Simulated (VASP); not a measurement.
# Si16O31 (a cell with a defect) in VASP: single point with PBE+D3(BJ)

Aim: the single point of Si16O31 (a cell with a defect) with PBE+D3(BJ).

Program: VASP 6.6.1. These are calculated values, not measurements. Logs are shortened: lines on timing, memory, paths and dates and some standing lists are left out, and cuts for length are marked.

**1. The cell of the first run**

The cell holds a defect, 47 atoms: a = 8.753 Å, b = 8.753 Å, c = 7.137 Å, α = 89.64°, β = 89.64°, γ = 89.94°.

**2. Single point, PBE+D3(BJ), collinear spin, zero start**

The input, INCAR:

```
PREC = Accurate
ENCUT = 520
EDIFF = 1E-6
ISMEAR = 0
SIGMA = 0.02
LREAL = Auto
LASPH = T
NELM = 200
ALGO = Normal
ISIF = 2
LWAVE = F
LCHARG = F
ISPIN = 2
MAGMOM = 0 0 0 0 0 0 0 0 0 0 0 0 0 0 0 0 0 0 0 0 0 0 0 0 0 0 0 0 0 0 0 0 0 0 0 0 0 0 0 0 0 0 0 0 0 0 0
LORBIT = 11
GGA = PE
IVDW = 12
NBANDS = 158
NELECT = 249.0
GGA_COMPAT = F
```

The input, KPOINTS:

```
Automatic mesh
0
Gamma
  1 1 2
```

The input, POSCAR:

```
Si16O31
1.0
    0.0548780000      6.1861500000      6.1928800000
    0.0548780000     -6.1861500000      6.1928800000
    7.1366000000      0.0000000000      0.0000000000
Si O
16 31
Direct
    0.1615006628      0.8945692110      0.6539709382
    0.3532406956      0.0762008566      0.1110981569
    0.3272743248      0.6097050774      0.8451886675
    0.1433933323      0.4305554606      0.3821801471
    0.3522920781      0.1834764173      0.5218877472
    0.5768810564      0.3830752159      0.7308090014
    0.1432263792      0.3214495067      0.9910004087
    0.9925353904      0.1348626861      0.7303297997
    0.6899833852      0.3925668984      0.1367550102
    0.8531557199      0.5738110548      0.5915360140
    0.8090616868      0.0983815384      0.3557728233
    0.5763359352      0.8426699232      0.9410976931
    0.8770051801      0.6751211327      0.0067105361
    0.0675787702      0.8887631902      0.2400745265
    0.6282080196      0.8184366756      0.4941500200
    0.4332356311      0.6139860170      0.2567859443
    0.7497624179      0.2486680377      0.2522976114
    0.5024984613     -0.0005240972      0.0092067162
    0.0223542871      0.7382777613      0.1200732890
    0.4801864897      0.7588467226      0.3786756068
    0.6124384594      0.3335717976      0.9445527070
    0.3997257746      0.1607197693      0.3021868774
    0.8770946035      0.1457043204      0.5592860523
    0.0915271477      0.3268487937      0.2082213330
    0.2895485938      0.0250031172      0.6104171498
    0.2331394235      0.9413197942      0.1579173594
    0.2027239820      0.4904525369      0.9246727936
    0.2613829692      0.5635041593      0.3066665981
    0.2821953003      0.1990953108      0.9604241143
    0.0305333880      0.9596246645      0.8018040953
    0.2282487005      0.3217666397      0.5348903201
    0.4572455213      0.5276335656      0.7222908395
    0.2497475079      0.7514275512      0.7457818170
    0.0002757914      0.5056418107      0.4865074761
    0.5054408057      0.2364195243      0.6289890408
    0.0810094526      0.8427274840      0.4611640227
    0.9104846461      0.6545692545      0.7850121868
    0.4369579386      0.6920608701      0.0243978513
    0.5829327831      0.8266850361      0.7175458893
    0.8283584339      0.5117527906      0.0956499420
    0.7327593595      0.4377273930      0.6322126822
    0.6691588862      0.9823287900      0.4048840707
    0.9827921946      0.2631410384      0.8942654312
    0.7678324257      0.6996087325      0.4596310238
    0.5516127429      0.4746370795      0.2568260043
    0.7323686982      0.7946379610      0.0416434897
    0.9416104002      0.0247559754      0.2216293117
```

Potentials or basis: VASP PAW PBE potentials, release 64 (Si, O).

Started as:

```sh
$ cat potpaw_PBE.64/Si/POTCAR potpaw_PBE.64/O/POTCAR > POTCAR
$ mpirun -np 1 vasp_std > vasp.out
```

OUTCAR:

```text
PREC = Accurate
   ENCUT = 520
   EDIFF = 1E-6
   ISMEAR = 0
   LREAL = Auto
   LASPH = T
   NELM = 200
   ISIF = 2
   ISPIN = 2
   LORBIT = 11
   GGA = PE
   IVDW = 12
   NELECT = 249.0
 IVDW          = 12

 ion  position               nearest neighbor table
   1  0.162  0.895  0.654-  33 1.61  36 1.62  25 1.63  30 1.66   8 2.63  14 3.07
   2  0.353  0.076  0.111-  22 1.61  26 1.61  18 1.64  29 1.64   7 2.95  12 3.08   5 3.08  14 3.12

   3  0.327  0.610  0.845-  33 1.58  32 1.60  27 1.61  38 1.76   6 3.06  12 3.07  16 3.09
   4  0.143  0.431  0.382-  34 1.60  24 1.61  31 1.63  28 1.64   7 2.96   5 3.00  16 3.13
   5  0.352  0.183  0.522-  25 1.62  35 1.62  31 1.63  22 1.63   4 3.00   6 3.04   2 3.08
   6  0.577  0.383  0.731-  41 1.60  35 1.61  21 1.62  32 1.64   5 3.04   3 3.06   9 3.07  10 3.10

   7  0.143  0.321  0.991-  24 1.61  29 1.63  27 1.64  43 1.65   8 2.82   2 2.95   4 2.96
   8  0.993  0.135  0.730-  23 1.59  43 1.63  30 1.65   1 2.63   7 2.82  11 3.15
   9  0.690  0.393  0.137-  17 1.59  21 1.62  40 1.62  45 1.65   6 3.07  16 3.09  13 3.10
  10  0.853  0.574  0.592-  34 1.60  41 1.62  44 1.63  37 1.64  15 2.99   6 3.10  13 3.11
  11  0.809  0.098  0.356-  17 1.59  42 1.63  23 1.63  47 1.63  14 3.03  15 3.07   8 3.15
  12  0.576  0.843  0.941-  18 1.59  46 1.60  39 1.60  38 1.89  13 3.05   3 3.07   2 3.08
  13  0.877  0.675  0.007-  19 1.61  40 1.62  37 1.62  46 1.66  14 3.02  12 3.05   9 3.10  10 3.11
[... 25 lines left out ...]
  36  0.081  0.843  0.461-   1 1.62  14 1.63
  37  0.910  0.655  0.785-  13 1.62  10 1.64
  38  0.437  0.692  0.024-   3 1.76  16 1.79  12 1.89
  39  0.583  0.827  0.718-  12 1.60  15 1.64
  40  0.828  0.512  0.096-  13 1.62   9 1.62
  41  0.733  0.438  0.632-   6 1.60  10 1.62
  42  0.669  0.982  0.405-  15 1.61  11 1.63
  43  0.983  0.263  0.894-   8 1.63   7 1.65
  44  0.768  0.700  0.460-  15 1.62  10 1.63
  45  0.552  0.475  0.257-  16 1.60   9 1.65
  46  0.732  0.795  0.042-  12 1.60  13 1.66
  47  0.942  0.025  0.222-  14 1.63  11 1.63

  LATTYP: Found a base centered monoclinic cell.
 ALAT       =    12.3862462900
 B/A-ratio  =     0.9988740503
 C/A-ratio  =     0.5761713301
 COS(beta)  =    -0.0088611188

  Lattice vectors:

 A1 = (  -0.0548780000,  -6.1861500000,  -6.1928800000)
 A2 = (  -0.0548780000,   6.1861500000,  -6.1928800000)
 A3 = (   7.1366000000,   0.0000000000,   0.0000000000)

Analysis of symmetry for initial positions (statically):
=====================================================================
 Subroutine PRICEL returns:
 Original cell was already a primitive cell.

 Routine SETGRP: Setting up the symmetry group for a
 base centered monoclinic supercell.

 Subroutine GETGRP returns: Found  1 space group operations
 (whereof  1 operations were pure point group operations)
 out of a pool of  4 trial point group operations.

The static configuration has the point symmetry C_1 .

Analysis of symmetry for dynamics (positions and initial velocities):
=====================================================================
 Subroutine PRICEL returns:
 Original cell was already a primitive cell.

 Routine SETGRP: Setting up the symmetry group for a
 base centered monoclinic supercell.

 Subroutine GETGRP returns: Found  1 space group operations
 (whereof  1 operations were pure point group operations)
 out of a pool of  4 trial point group operations.

The dynamic configuration has the point symmetry C_1 .

Analysis of structural, dynamic, and magnetic symmetry:
=====================================================================
 Subroutine PRICEL returns:
 Original cell was already a primitive cell.

 Routine SETGRP: Setting up the symmetry group for a
 base centered monoclinic supercell.

 Subroutine GETGRP returns: Found  1 space group operations
 (whereof  1 operations were pure point group operations)
 out of a pool of  4 trial point group operations.

The overall configuration has the point symmetry C_1 .

[... 146 lines left out ...]
  0.000000  0.000000  0.500000      1.000000
   k-points           NKPTS =      2   k-points in BZ     NKDIM =      2   number of bands    NBANDS=    158
   number of dos      NEDOS =    301   number of ions     NIONS =     47
   total plane-waves  NPLWV = 264600
   dimension x,y,z NGX =    70 NGY =   70 NGZ =   54
   dimension x,y,z NGXF=   140 NGYF=  140 NGZF=  108
   ions per type =              16  31
   NGX,Y,Z   is equivalent  to a cutoff of  13.29, 13.29, 12.58 a.u.
   NGXF,Y,Z  is equivalent  to a cutoff of  26.59, 26.59, 25.16 a.u.
 SYSTEM =  unknown system
   PREC   = accura    normal or accurate (medium, high low for compatibility)
   ISTART =      0    job   : 0-new  1-cont  2-samecut
   ICHARG =      2    charge: 1-file 2-atom 10-const
   ISPIN  =      2    spin polarized calculation?
   LNONCOLLINEAR =      F non collinear calculations
   LSORBIT =      F    spin-orbit coupling
   LASPH  =      T    aspherical Exc in radial PAW
   ENCUT  =  520.0 eV  38.22 Ry    6.18 a.u.  16.28 16.28 13.27*2*pi/ulx,y,z
   NELM   =    200;   NELMIN=  2; NELMDL= -5     # of ELM steps
   EDIFF  = 0.1E-05   stopping-criterion for ELM
   LREAL  =      T    real-space projection
   EDIFFG = 0.1E-04   stopping-criterion for IOM
   NSW    =      0    number of steps for IOM
   IBRION =     -1    ionic relax: 0-MD 1-quasi-New 2-CG
   NFREE  =      0    steps in history (QN), initial steepest desc. (CG)
   ISIF   =      2    stress and relaxation
   ISYM   =      2    0-nonsym 1-usesym 2-fastsym
   POTIM  = 0.5000    time-step for ionic-motion
   TEBEG  =    0.0;   TEEND  =   0.0 temperature during run
   PSTRESS=    0.0 pullay stress
   NELECT =     249.0000    total number of electrons
   NUPDOWN=      -1.0000    fix difference up-down
   EMIN   =  10.00;   EMAX   =-10.00  energy-range for DOS
   EFERMI =   0.00;   METHOD = LEGACY
   ISMEAR =     0;   SIGMA  =   0.02  broadening in eV -4-tet -1-fermi 0-gaus
   EFERMI_NEDOS =   21; number of points for ismear=-14 and -15
   IALGO  =     38    algorithm
   IMIX   =      4    mixing-type and parameters
     AMIX     =   0.40;   BMIX     =  1.00
     AMIX_MAG =   1.60;   BMIX_MAG =  1.00
  volume/ion in A,a.u.               =      11.63        78.51
  Fermi-wavevector in a.u.,A,eV,Ry     =   1.259495  2.380100 21.583299  1.586328
  Thomas-Fermi vector in A             =   2.393052
   LORBIT       =     11    0 simple, 1 ext, 2 COOP (PROOUT), +10 PAW based schemes
   GGA     = PE    functional components
   LHFCALC =     F    Hartree Fock is set to
   AEXX    =    0.0000 exact exchange contribution
   IVDW    =    12    specifies the selected vdW correction
   LEPSILON=     F    determine dielectric tensor
   LRPA    =     F    only Hartree local field effects (RPA)
 spin polarized calculation
 Gauss-broadening in eV      SIGMA  =   0.02
  energy-cutoff  :      520.00
  volume of cell :      546.81
 maximum number of plane-waves:     14732
 NGX is ok and might be reduce to    70
   NGX = 33   NGY = 33   NGZ = 27

 number of electron     248.9999999 magnetization       0.0000000

 number of electron     248.9999999 magnetization      -0.0000000

 Free energy of the ion-electron system (eV)
  ---------------------------------------------------
  ext. energy  EPLUGINS =         0.00000000
  ---------------------------------------------------
  free energy    TOTEN  =      -369.06854955 eV

  energy without entropy =     -369.06854955  energy(sigma->0) =     -369.06854955

 E-fermi :   6.6203     XC(G=0):  -9.7354

 val. band max:        6.5156263308   @ k =   0.0000   0.0000   0.0000
 cond. band min:       6.7289505814   @ k =   0.0000   0.0000   0.5000
 fundamental gap:      0.2133242506
 Fermi energy:         6.6202816595

 spin component 1

 k-point     1 :       0.0000    0.0000    0.0000
  band No.  band energies     occupation
      1     -17.7745      1.00000
      2     -17.1047      1.00000
      3     -16.9730      1.00000
      4     -16.8284      1.00000
      5     -16.7332      1.00000
      6     -16.6403      1.00000
[... 267 lines left out ...]
    135      10.6774      0.00000
    136      10.7642      0.00000
 Fermi energy:         6.6202816595

 spin component 2

 k-point     1 :       0.0000    0.0000    0.0000
  band No.  band energies     occupation
      1     -17.7745      1.00000
      2     -17.1047      1.00000
      3     -16.9730      1.00000
      4     -16.8284      1.00000
      5     -16.7332      1.00000
      6     -16.6403      1.00000
[... 267 lines left out ...]
    135      10.6774      0.00000
    136      10.7642      0.00000
 [bands above 136 left out]

------------------------ aborting loop because EDIFF is reached ----------------------------------------

 Edisp (eV)   -7.57497

 E8    (eV) :    -2.6170

  FORCE on cell =-STRESS in cart. coord.  units (eV):
  Direction    XX          YY          ZZ          XY          YZ          ZX
  --------------------------------------------------------------------------------------
  -------------------------------------------------------------------------------------
  Total      -1.41267     3.12566    -4.04535     1.92056    -1.69855     7.12037
  in kB      -4.13921     9.15836   -11.85310     5.62736    -4.97686    20.86308
  external pressure =       -2.28 kB  Pullay stress =        0.00 kB

 VOLUME and BASIS-vectors are now :
 -----------------------------------------------------------------------------
  energy-cutoff  :      520.00
  volume of cell :      546.81
      direct lattice vectors                 reciprocal lattice vectors
     0.054878000  6.186150000  6.192880000     0.000000000  0.080825716  0.080737880
     0.054878000 -6.186150000  6.192880000     0.000000000 -0.080825716  0.080737880
     7.136600000  0.000000000  0.000000000     0.140122748  0.000000000 -0.001241693

 POSITION                                       TOTAL-FORCE (eV/Angst)
 -----------------------------------------------------------------------------------
      4.72508     -4.53487      6.54011        -0.358691      0.114430      0.139198
      0.81643      1.71381      2.65948        -0.083348      0.055108      0.075031
      6.08319     -1.74716      5.80260         0.315350      0.192488     -0.117278
      2.75896     -1.77643      3.55440         0.278597     -0.139353      0.341343
      3.75391      1.04432      3.31795        -0.297434      0.466401      0.324329
      5.26817      1.19891      5.94489         0.080265      0.152430     -0.272587
[... 39 lines left out ...]
      0.38099     -0.38521      9.45657        -0.155829     -0.122832     -0.080627
      1.63471      5.67180      5.98459         0.156325     -0.032319     -0.270733
 -----------------------------------------------------------------------------------
    total drift:                               -0.007950     -0.002148     -0.020049

  FREE ENERGIE OF THE ION-ELECTRON SYSTEM (eV)
  ---------------------------------------------------
  free  energy   TOTEN  =      -376.6435220527 eV

  energy  without entropy=     -376.6435220527  energy(sigma->0) =     -376.64352205

 total charge

# of ion       s       p       d       tot
------------------------------------------
    1        0.638   0.978   0.000   1.616
    2        0.641   0.982   0.000   1.623
    3        0.639   0.974   0.000   1.613
    4        0.642   0.993   0.000   1.636
    5        0.640   0.983   0.000   1.622
    6        0.644   0.998   0.000   1.642
[... 39 lines left out ...]
   46        1.554   3.666   0.000   5.221
   47        1.554   3.668   0.000   5.222
--------------------------------------------------
tot         58.436 129.758   0.000 188.194

 magnetization (x)

# of ion       s       p       d       tot
------------------------------------------
    1       -0.000  -0.000   0.000  -0.000
    2        0.000   0.000   0.000   0.000
    3        0.000   0.000   0.000   0.000
    4       -0.000  -0.000   0.000  -0.000
    5       -0.000  -0.000   0.000  -0.000
    6        0.000   0.000   0.000   0.000
[... 39 lines left out ...]
   46       -0.000   0.000   0.000  -0.000
   47        0.000   0.000   0.000   0.000
--------------------------------------------------
tot         -0.000  -0.000   0.000  -0.000
```

Run time: 11 min. Hardware: 1 thread of AMD EPYC 7R13 (Zen 3), shared host; peak memory 0.81 GiB.

Results:

```yaml
Free_energy: -376.6435 eV
Largest_force: 1.387 eV/Å
Net_moment: 0.00 μB per cell
Valence_electrons_inside_the_program's_atomic_spheres: Si 1.62, 1.61, 1.64, 1.63, 1.58 (each value once); O 5.28, 5.24, 5.25, 5.23, 5.21, 5.17, 5.27, 5.15, 5.26, 5.19, 5.22 (each value once)
Dispersion_energy_per_atom: -0.161 eV
```

Forces on the atoms (eV/Å):
```
Si  -0.359  0.114  0.139
Si  -0.083  0.055  0.075
Si   0.315  0.192 -0.117
Si   0.279 -0.139  0.341
Si  -0.297  0.466  0.324
Si   0.080  0.152 -0.273
Si  -0.092 -0.172 -0.236
Si  -0.546  0.399  1.211
Si  -0.191  0.010 -0.116
Si   0.273  0.179  0.202
Si   0.023  0.112  0.005
Si   0.118 -0.091 -0.804
Si   0.157 -0.237 -0.129
Si  -0.056  0.180  0.048
Si   0.062 -0.005  0.028
Si  -0.415 -0.375 -0.007
O    0.067 -0.166 -0.055
O    0.114  0.089 -0.020
O   -0.027 -0.165 -0.079
O    0.229 -0.131  0.078
O    0.179 -0.084  0.011
O    0.013 -0.076  0.083
O    0.186 -0.618 -0.384
O    0.253  0.028  0.190
O   -0.029  0.462  0.134
O    0.011 -0.116 -0.330
O    0.007  0.014 -0.096
O   -0.008  0.131  0.224
O    0.206 -0.088  0.030
O    0.234  0.047 -0.363
O    0.256 -0.096 -0.003
O   -0.303  0.088 -0.085
O   -0.029 -0.049 -0.042
O   -0.075 -0.114  0.043
O   -0.050  0.154 -0.038
O   -0.124  0.132 -0.108
O   -0.146 -0.055 -0.093
O   -0.139  0.095 -0.024
O   -0.033 -0.030  0.156
O    0.158 -0.070 -0.317
O   -0.133  0.166  0.205
O   -0.089  0.016  0.131
O   -0.196 -0.256  0.051
O    0.153 -0.025  0.231
O    0.048  0.031  0.132
O   -0.156 -0.123 -0.081
O    0.156 -0.032 -0.271
```

Levels at points of the mesh, in eV from the Fermi level:
Spin up:
| k point | band 120 | band 121 | band 122 | band 123 | band 124 | band 125 | band 126 | band 127 | band 128 | band 129 |
| --- | --- | --- | --- | --- | --- | --- | --- | --- | --- | --- |
| (0.00, 0.00, 0.00) | -4.89 | -4.79 | -4.76 | -4.62 | -4.52 | -0.10 | 1.12 | 2.56 | 3.11 | 3.16 |
| (0.00, 0.00, 0.50) | -4.87 | -4.85 | -4.78 | -4.73 | -4.64 | 0.11 | 1.65 | 2.42 | 2.79 | 3.26 |
Spin down:
| k point | band 120 | band 121 | band 122 | band 123 | band 124 | band 125 | band 126 | band 127 | band 128 | band 129 |
| --- | --- | --- | --- | --- | --- | --- | --- | --- | --- | --- |
| (0.00, 0.00, 0.00) | -4.89 | -4.79 | -4.76 | -4.62 | -4.52 | -0.10 | 1.12 | 2.56 | 3.11 | 3.16 |
| (0.00, 0.00, 0.50) | -4.87 | -4.85 | -4.78 | -4.73 | -4.64 | 0.11 | 1.65 | 2.42 | 2.79 | 3.26 |

Caveat: the k points lie up to 0.72 Å⁻¹ apart; the cell carries a net charge on a neutralising background, which shifts energy and pressure; the cell is charged against a uniform background, so pressure and absolute levels hang on convention; no moment was typed at the start, so none could form.
